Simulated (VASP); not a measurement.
# Sn (I4_1/amd) in VASP: notebook

Runs on Sn. Level: PBEsol. Tasks: single point.

All numbers are computed with VASP 6.6.1; they aren't measurements. Logs are shortened: lines on timing, memory, paths and dates and some standing lists are left out, and cuts for length are marked.

## 1. The cell of the first run

Symmetry: I4_1/amd, No. 141, tetragonal system. The conventional cell has a = 5.701 Å, b = 5.701 Å, c = 3.109 Å, α = 90.00°, β = 90.00°, γ = 90.00°. Within 3.9 Å of Sn (site symmetry -4m2) lie 10 Sn at 2.95 to 3.68 Å.

## 2. Single point, PBEsol (25.26 Å³/atom)

Contents of INCAR:

```
SYSTEM = Sn
  ALGO = Fast
  EDIFF = 1E-6
  ENCUT = 520
  GGA = PS
  ISIF = 2
  ISMEAR = 0
  LASPH = .TRUE.
  LCHARG = .FALSE.
  LREAL = .FALSE.
  LWAVE = .FALSE.
  NBANDS = 21
  NELM = 80
  PREC = Accurate
  SIGMA = 0.1
```

Contents of KPOINTS:

```
k-points
0
G
  14 14 14
  0 0 0
```

Contents of POSCAR:

```
Sn
1.0
   -2.8504976472      2.8504976472      1.5545890951
    2.8504976472     -2.8504976472      1.5545890951
    2.8504976472      2.8504976472     -1.5545890951
Sn
2
Direct
    0.7500000000      0.2500000000      0.5000000000
    0.0000000000      0.0000000000      0.0000000000
```

Potentials or basis: VASP PAW PBE potentials, release 64 (Sn_d).

Started as:

```console
> cat potpaw_PBE.64/Sn_d/POTCAR > POTCAR
> mpirun -np 1 vasp_std > vasp.out
```

OUTCAR:

```text
SYSTEM = Sn
   EDIFF = 1E-6
   ENCUT = 520
   GGA = PS
   ISIF = 2
   ISMEAR = 0
   LASPH = .TRUE.
   LREAL = .FALSE.
   NELM = 80
   PREC = Accurate

 ion  position               nearest neighbor table
   1  0.750  0.250  0.500-   2 2.95   2 2.95   2 2.95   2 2.95   2 3.68   2 3.68   2 3.68   2 3.68

   2  0.000  0.000  0.000-   1 2.95   1 2.95   1 2.95   1 2.95   1 3.68   1 3.68   1 3.68   1 3.68

  LATTYP: Found a body centered tetragonal cell.
 ALAT       =     5.7009952944
 C/A-ratio  =     0.5453746284

  Lattice vectors:

 A1 = (  -2.8504976472,   2.8504976472,   1.5545890951)
 A2 = (   2.8504976472,  -2.8504976472,   1.5545890951)
 A3 = (   2.8504976472,   2.8504976472,  -1.5545890951)

Analysis of symmetry for initial positions (statically):
=====================================================================
 Subroutine PRICEL returns:
 Original cell was already a primitive cell.

 Routine SETGRP: Setting up the symmetry group for a
 body centered tetragonal supercell.

 Subroutine GETGRP returns: Found 16 space group operations
 (whereof  8 operations were pure point group operations)
 out of a pool of 16 trial point group operations.

The static configuration has the point symmetry D_2d.
 The point group associated with its full space group is D_4h.

Analysis of symmetry for dynamics (positions and initial velocities):
=====================================================================
 Subroutine PRICEL returns:
 Original cell was already a primitive cell.

 Routine SETGRP: Setting up the symmetry group for a
 body centered tetragonal supercell.

 Subroutine GETGRP returns: Found 16 space group operations
 (whereof  8 operations were pure point group operations)
 out of a pool of 16 trial point group operations.

The dynamic configuration has the point symmetry D_2d.
 The point group associated with its full space group is D_4h.

 Subroutine INISYM returns: Found 16 space group operations
 (whereof  8 operations are pure point group operations),
 and found     1 'primitive' translations

----------------------------------------------------------------------------------------

                                     Primitive cell

  volume of cell :      50.5262

  direct lattice vectors                    reciprocal lattice vectors
    -2.850497647  2.850497647  1.554589095     0.000000000  0.175407968  0.321628398
     2.850497647 -2.850497647  1.554589095     0.175407968  0.000000000  0.321628398
     2.850497647  2.850497647 -1.554589095     0.175407968  0.175407968  0.000000000

[... 82 lines left out ...]
   NELM   =     80;   NELMIN=  2; NELMDL= -5     # of ELM steps
   EDIFF  = 0.1E-05   stopping-criterion for ELM
   LREAL  =      F    real-space projection
   EDIFFG = 0.1E-04   stopping-criterion for IOM
   NSW    =      0    number of steps for IOM
   IBRION =     -1    ionic relax: 0-MD 1-quasi-New 2-CG
   NFREE  =      0    steps in history (QN), initial steepest desc. (CG)
   ISIF   =      2    stress and relaxation
   ISYM   =      2    0-nonsym 1-usesym 2-fastsym
   POTIM  = 0.5000    time-step for ionic-motion
   TEBEG  =    0.0;   TEEND  =   0.0 temperature during run
   PSTRESS=    0.0 pullay stress
   NELECT =      28.0000    total number of electrons
   NUPDOWN=      -1.0000    fix difference up-down
   EMIN   =  10.00;   EMAX   =-10.00  energy-range for DOS
   EFERMI =   0.00;   METHOD = LEGACY
   ISMEAR =     0;   SIGMA  =   0.10  broadening in eV -4-tet -1-fermi 0-gaus
   EFERMI_NEDOS =   21; number of points for ismear=-14 and -15
   IALGO  =     68    algorithm
   IMIX   =      4    mixing-type and parameters
     AMIX     =   0.40;   BMIX     =  1.00
     AMIX_MAG =   1.60;   BMIX_MAG =  1.00
  volume/ion in A,a.u.               =      25.26       170.48
  Fermi-wavevector in a.u.,A,eV,Ry     =   1.344689  2.541094 24.601898  1.808188
  Thomas-Fermi vector in A             =   2.472662
   LORBIT       =      0    0 simple, 1 ext, 2 COOP (PROOUT), +10 PAW based schemes
   GGA     = PS    functional components
   LHFCALC =     F    Hartree Fock is set to
   AEXX    =    0.0000 exact exchange contribution
   IVDW    =     0    specifies the selected vdW correction
   LEPSILON=     F    determine dielectric tensor
   LRPA    =     F    only Hartree local field effects (RPA)
 non-spin polarized calculation
 RMM-DIIS sequential band-by-band and
 Gauss-broadening in eV      SIGMA  =   0.10
  energy-cutoff  :      520.00
  volume of cell :       50.53
 maximum number of plane-waves:      1382
   NGX = 17   NGY = 17   NGZ = 17

 number of electron      28.0000016 magnetization

 Free energy of the ion-electron system (eV)
  ---------------------------------------------------
  ext. energy  EPLUGINS =         0.00000000
  ---------------------------------------------------
  free energy    TOTEN  =        -8.47961844 eV

  energy without entropy =       -8.47461672  energy(sigma->0) =       -8.47711758

 E-fermi :   8.7162     XC(G=0): -10.7928

 val. band max:        8.7152209207   @ k =  -0.2143  -0.4286   0.0714
 cond. band min:       8.7165899938   @ k =   0.5000   0.4286   0.0000
 fundamental gap:      0.0013690731
 Fermi energy:         8.7161554917

 k-point     1 :       0.0000    0.0000    0.0000
  band No.  band energies     occupation
      1     -12.9434      2.00000
      2     -12.8301      2.00000
      3     -12.7929      2.00000
      4     -12.7667      2.00000
      5     -12.5788      2.00000
      6     -12.5788      2.00000
[... 565 lines left out ...]
     20      16.4364      0.00000
     21      18.1280      0.00000

 [... further k-points ...]

------------------------ aborting loop because EDIFF is reached ----------------------------------------

  FORCE on cell =-STRESS in cart. coord.  units (eV):
  Direction    XX          YY          ZZ          XY          YZ          ZX
  --------------------------------------------------------------------------------------
  -------------------------------------------------------------------------------------
  Total        1.2870008      1.2870008      1.2431834      0.0000000      0.0000000      0.0000000
  in kB       40.8105458     40.8105458     39.4211049      0.0000000      0.0000000      0.0000000
  external PRESSURE =      40.3473988 kB  Pullay stress =       0.0000000 kB

 VOLUME and BASIS-vectors are now :
 -----------------------------------------------------------------------------
  energy-cutoff  :      520.00
  volume of cell :       50.53
      direct lattice vectors                 reciprocal lattice vectors
    -2.850497647  2.850497647  1.554589095     0.000000000  0.175407968  0.321628398
     2.850497647 -2.850497647  1.554589095     0.175407968  0.000000000  0.321628398
     2.850497647  2.850497647 -1.554589095     0.175407968  0.175407968  0.000000000

 POSITION                                       TOTAL-FORCE (eV/Angst)
 -----------------------------------------------------------------------------------
      0.00000      2.85050      0.77729        -0.000000      0.000000      0.000000
      0.00000      0.00000      0.00000         0.000000     -0.000000     -0.000000
 -----------------------------------------------------------------------------------
    total drift:                                0.000000     -0.000000      0.000000

  FREE ENERGIE OF THE ION-ELECTRON SYSTEM (eV)
  ---------------------------------------------------
  free  energy   TOTEN  =        -8.4796184425 eV

  energy  without entropy=       -8.4746167205  energy(sigma->0) =       -8.47711758
```

OSZICAR:

```text
N       E                     dE             d eps       ncg     rms          rms(c)
DAV:   1     0.221399909564E+03    0.22140E+03   -0.14329E+04 10415   0.213E+03
DAV:   2     0.140482140570E+02   -0.20735E+03   -0.20310E+03 10398   0.457E+02
DAV:   3    -0.783334560393E+01   -0.21882E+02   -0.21707E+02 11819   0.134E+02
DAV:   4    -0.850582189076E+01   -0.67248E+00   -0.67204E+00 11805   0.260E+01
DAV:   5    -0.853265155303E+01   -0.26830E-01   -0.26829E-01 14234   0.487E+00    0.277E+00
RMM:   6    -0.849309281553E+01    0.39559E-01   -0.45623E-02 12500   0.261E+00    0.157E+00
RMM:   7    -0.847992038301E+01    0.13172E-01   -0.32446E-02 12470   0.208E+00    0.178E-01
RMM:   8    -0.847948093996E+01    0.43944E-03   -0.45954E-03 13799   0.738E-01    0.587E-02
RMM:   9    -0.847960241335E+01   -0.12147E-03   -0.12590E-03 15422   0.284E-01    0.442E-02
RMM:  10    -0.847961248519E+01   -0.10072E-04   -0.14395E-04 13635   0.150E-01    0.271E-02
RMM:  11    -0.847961552064E+01   -0.30354E-05   -0.75476E-05 14596   0.929E-02    0.114E-02
RMM:  12    -0.847961811735E+01   -0.25967E-05   -0.29234E-05 14354   0.432E-02    0.983E-03
RMM:  13    -0.847961844253E+01   -0.32518E-06   -0.39694E-06  8025   0.220E-02
   1 F= -.84796184E+01 E0= -.84771176E+01  d E =-.500172E-02
```

Run time: 3.4 min. Hardware: 1 thread of Intel Xeon Platinum 8259CL at 2.50GHz (Skylake/Cascade Lake), shared host; peak memory 0.32 GiB.

Results:

```
Free energy            : -8.4796 eV
Pressure               : 4.0 GPa
Band gap on the k mesh : zero (bands 14 and 15 overlap by 4.46 eV)
```

Caveat: the cell stands under pressure; the PAW data sets were made with another functional, which shifts forces and pressure a little; spin-orbit coupling is left out, which moves the levels of the heavy elements.

## 3. Single point, PBEsol (26.07 Å³/atom)

This run uses another cell than the first one, of 26.07 Å³/atom.

Contents of INCAR:

```
  PREC = Accurate
  ENCUT = 520
  EDIFF = 1E-6
  ISMEAR = 0
  SIGMA = 0.1
  LREAL = False
  LASPH = True
  NELM = 80
  ALGO = Fast
  ISIF = 2
  LWAVE = False
  LCHARG = True
  GGA = PS
  LELF = True
  LVHAR = True
  NBANDS = 21
```

Contents of KPOINTS:

```
regular mesh
0
Gamma
  14 14 14
```

Contents of POSCAR:

```
Sn
1.0
   -2.8805050907      2.8805050907      1.5709543935
    2.8805050907     -2.8805050907      1.5709543935
    2.8805050907      2.8805050907     -1.5709543935
Sn
2
Direct
    0.7500000000      0.2500000000      0.5000000000
    0.0000000000      0.0000000000      0.0000000000
```

Potentials or basis: VASP PAW PBE potentials, release 64 (Sn_d).

Started as:

```console
> cat potpaw_PBE.64/Sn_d/POTCAR > POTCAR
> mpirun -np 1 vasp_std > vasp.out
```

OUTCAR:

```text
PREC = Accurate
   ENCUT = 520
   EDIFF = 1E-6
   ISMEAR = 0
   LREAL = False
   LASPH = True
   NELM = 80
   ISIF = 2
   GGA = PS

 ion  position               nearest neighbor table
   1  0.750  0.250  0.500-   2 2.99   2 2.99   2 2.99   2 2.99   2 3.72   2 3.72   2 3.72   2 3.72

   2  0.000  0.000  0.000-   1 2.99   1 2.99   1 2.99   1 2.99   1 3.72   1 3.72   1 3.72   1 3.72

  LATTYP: Found a body centered tetragonal cell.
 ALAT       =     5.7610101814
 C/A-ratio  =     0.5453746284

  Lattice vectors:

 A1 = (  -2.8805050907,   2.8805050907,   1.5709543935)
 A2 = (   2.8805050907,  -2.8805050907,   1.5709543935)
 A3 = (   2.8805050907,   2.8805050907,  -1.5709543935)

Analysis of symmetry for initial positions (statically):
=====================================================================
 Subroutine PRICEL returns:
 Original cell was already a primitive cell.

 Routine SETGRP: Setting up the symmetry group for a
 body centered tetragonal supercell.

 Subroutine GETGRP returns: Found 16 space group operations
[... 164 lines left out ...]
  free energy    TOTEN  =        -8.50903739 eV

  energy without entropy =       -8.50365840  energy(sigma->0) =       -8.50634789

 E-fermi :   8.3045     XC(G=0): -10.6419

 val. band max:        8.2953378833   @ k =   0.2143   0.0714   0.0714
 cond. band min:       8.3070790897   @ k =   0.2857   0.1429   0.0000
 fundamental gap:      0.0117412064
 Fermi energy:         8.3044822694

 k-point     1 :       0.0000    0.0000    0.0000
  band No.  band energies     occupation
      1     -13.2972      2.00000
      2     -13.1948      2.00000
      3     -13.1572      2.00000
      4     -13.1352      2.00000
      5     -12.9654      2.00000
      6     -12.9654      2.00000
[... 565 lines left out ...]
     20      15.9640      0.00000
     21      17.5351      0.00000

 [... further k-points ...]

------------------------ aborting loop because EDIFF is reached ----------------------------------------

  FORCE on cell =-STRESS in cart. coord.  units (eV):
  Direction    XX          YY          ZZ          XY          YZ          ZX
  --------------------------------------------------------------------------------------
  -------------------------------------------------------------------------------------
  Total        0.6003208      0.6003208      0.5926404      0.0000000      0.0000000      0.0000000
  in kB       18.4473128     18.4473128     18.2113012      0.0000000      0.0000000      0.0000000
  external PRESSURE =      18.3686423 kB  Pullay stress =       0.0000000 kB

 VOLUME and BASIS-vectors are now :
 -----------------------------------------------------------------------------
  energy-cutoff  :      520.00
  volume of cell :       52.14
      direct lattice vectors                 reciprocal lattice vectors
    -2.880505091  2.880505091  1.570954394     0.000000000  0.173580669  0.318277858
     2.880505091 -2.880505091  1.570954394     0.173580669  0.000000000  0.318277858
     2.880505091  2.880505091 -1.570954394     0.173580669  0.173580669  0.000000000

 POSITION                                       TOTAL-FORCE (eV/Angst)
 -----------------------------------------------------------------------------------
      0.00000      2.88051      0.78548        -0.000000      0.000000     -0.000000
      0.00000      0.00000      0.00000         0.000000     -0.000000      0.000000
 -----------------------------------------------------------------------------------
    total drift:                                0.000000     -0.000000      0.000000

  FREE ENERGIE OF THE ION-ELECTRON SYSTEM (eV)
  ---------------------------------------------------
  free  energy   TOTEN  =        -8.5090373869 eV

  energy  without entropy=       -8.5036584005  energy(sigma->0) =       -8.50634789
```

OSZICAR:

```text
N       E                     dE             d eps       ncg     rms          rms(c)
DAV:   1     0.221643388372E+03    0.22164E+03   -0.14335E+04 10393   0.210E+03
DAV:   2     0.142753109176E+02   -0.20737E+03   -0.20311E+03 10308   0.455E+02
DAV:   3    -0.784217749674E+01   -0.22117E+02   -0.21933E+02 11860   0.135E+02
DAV:   4    -0.852974760644E+01   -0.68757E+00   -0.68701E+00 11696   0.262E+01
DAV:   5    -0.855756199617E+01   -0.27814E-01   -0.27814E-01 14579   0.493E+00    0.261E+00
RMM:   6    -0.852091267678E+01    0.36649E-01   -0.44764E-02 12484   0.258E+00    0.148E+00
RMM:   7    -0.850933599702E+01    0.11577E-01   -0.31188E-02 12377   0.203E+00    0.177E-01
RMM:   8    -0.850891001558E+01    0.42598E-03   -0.41156E-03 13725   0.715E-01    0.563E-02
RMM:   9    -0.850902191349E+01   -0.11190E-03   -0.11484E-03 15301   0.274E-01    0.414E-02
RMM:  10    -0.850903155018E+01   -0.96367E-05   -0.13623E-04 13534   0.147E-01    0.243E-02
RMM:  11    -0.850903452145E+01   -0.29713E-05   -0.73446E-05 14589   0.912E-02    0.113E-02
RMM:  12    -0.850903703814E+01   -0.25167E-05   -0.28465E-05 14210   0.430E-02    0.984E-03
RMM:  13    -0.850903738686E+01   -0.34872E-06   -0.42151E-06  8140   0.229E-02
   1 F= -.85090374E+01 E0= -.85063479E+01  d E =-.537899E-02
```

stdout:

```text
POSCAR found type information on POSCAR Sn
 POSCAR found :  1 types and       2 ions
 scaLAPACK will be used
 -----------------------------------------------------------------------------
|                                                                             |
|                                                                             |
|     You enforced a specific xc type in the INCAR file but a different       |
|     I HOPE YOU KNOW WHAT YOU ARE DOING!                                     |
|                                                                             |
 -----------------------------------------------------------------------------

 LDA part: xc-table for (Slater+PW92), standard interpolation
 POSCAR, INCAR and KPOINTS ok, starting setup
 FFT: planning ... GRIDC
 FFT: planning ... GRID_SOFT
 FFT: planning ... GRID
 WAVECAR not read
 entering main loop
WARNING in EDDRMM: call to ZHEGV failed, returncode =   8  4     20
WARNING in EDDRMM: call to ZHEGV failed, returncode =   6  3     19
```

Run time: 2.9 min. Hardware: 1 thread of Intel Xeon Platinum 8259CL at 2.50GHz (Skylake/Cascade Lake), shared host; peak memory 0.33 GiB.

Results:

| Property | Result |
| --- | --- |
| Free energy | -8.5090 eV |
| Pressure | 1.8 GPa |
| Band gap on the k mesh | zero (bands 14 and 15 overlap by 4.27 eV) |

Levels at points of the mesh, in eV from the Fermi level:
| k point | band 11 | band 12 | band 13 | band 14 | band 15 | band 16 | band 17 | band 18 |
| --- | --- | --- | --- | --- | --- | --- | --- | --- |
| (0.00, 0.00, 0.00) | -11.44 | -3.51 | -2.07 | -2.07 | 2.91 | 6.44 | 6.44 | 7.11 |
| (0.50, 0.00, 0.00) | -7.02 | -5.54 | -2.28 | -1.78 | -1.21 | 2.21 | 2.95 | 4.89 |
| (0.50, 0.50, 0.00) | -9.11 | -9.11 | 0.61 | 0.61 | 1.66 | 1.66 | 6.17 | 6.17 |
| (0.50, 0.50, 0.50) | -7.65 | -7.65 | -5.04 | -5.04 | 5.16 | 5.16 | 9.80 | 9.80 |

Caveat: the PAW data sets were made with another functional, which shifts forces and pressure a little; spin-orbit coupling is left out, which moves the levels of the heavy elements.

## 4. Single point, PBEsol

This run uses another cell than the first one, of 26.88 Å³/atom.

Contents of INCAR:

```
SYSTEM = Sn
  PREC = Accurate
  ENCUT = 520
  EDIFF = 1E-6
  ISMEAR = 0
  SIGMA = 0.1
  LREAL = .False.
  LASPH = .True.
  NELM = 100
  ALGO = Fast
  ISIF = 2
  LWAVE = .False.
  LCHARG = .True.
  GGA = PS
  LELF = .True.
  LVHAR = .True.
  NBANDS = 21
```

Contents of KPOINTS:

```
regular mesh
0
Gamma
  14 14 14
  0 0 0
```

Contents of POSCAR:

```
Sn
1.0
   -2.9099000300      2.9099000300      1.5869856476
    2.9099000300     -2.9099000300      1.5869856476
    2.9099000300      2.9099000300     -1.5869856476
Sn
2
Direct
    0.7500000000      0.2500000000      0.5000000000
    0.0000000000      0.0000000000      0.0000000000
```

Started as:

```console
> cat potpaw_PBE.64/Sn_d/POTCAR > POTCAR
> mpirun -np 1 vasp_std > vasp.out
```

Run time: 4.7 min. Hardware: 1 thread of Intel Xeon Platinum 8259CL at 2.50GHz (Skylake/Cascade Lake), shared host; peak memory 0.36 GiB.

Results (log left out):

```yaml
Free_energy: -8.5182 eV
Pressure: 0.0 GPa
Band_gap_on_the_k_mesh: zero (bands 14 and 15 overlap by 4.09 eV)
```

Levels at points of the mesh, in eV from the Fermi level:
```tsv
k point	band 12	band 13	band 14	band 15	band 16	band 17
(0.00, 0.00, 0.00)	-3.60	-1.99	-1.99	2.96	6.29	6.29
(0.50, 0.00, 0.00)	-5.43	-2.31	-1.71	-1.15	2.24	2.88
(0.50, 0.50, 0.00)	-8.94	0.61	0.61	1.60	1.60	6.04
(0.50, 0.50, 0.50)	-7.57	-4.86	-4.86	5.06	5.06	9.50
```

Caveat: the PAW data sets were made with another functional, which shifts forces and pressure a little; spin-orbit coupling is left out, which moves the levels of the heavy elements.

## 5. The runs side by side

```csv
cell,gap on the mesh (eV),pressure (GPa)
"a = 4.321 Å, angles 97.4, 97.4, 137.8°, 2 atoms",none,4.0
"a = 4.366 Å, angles 97.4, 97.4, 137.8°, 2 atoms",none,1.8
"a = 4.411 Å, angles 97.4, 97.4, 137.8°, 2 atoms",none,0.0
```

Alike in all rows: task single point; level PBEsol; potentials or basis VASP PAW PBE potentials, release 64 (Sn_d); no spin polarisation; k mesh 14 × 14 × 14; cutoff (eV) 520; smearing gaussian 0.1 eV.

Caveats: the PAW data sets were made with another functional, which shifts forces and pressure a little; spin-orbit coupling is left out, which moves the levels of the heavy elements; the cell stands under pressure (at least some runs).

Absolute energies hang on the potentials; compare differences alone.
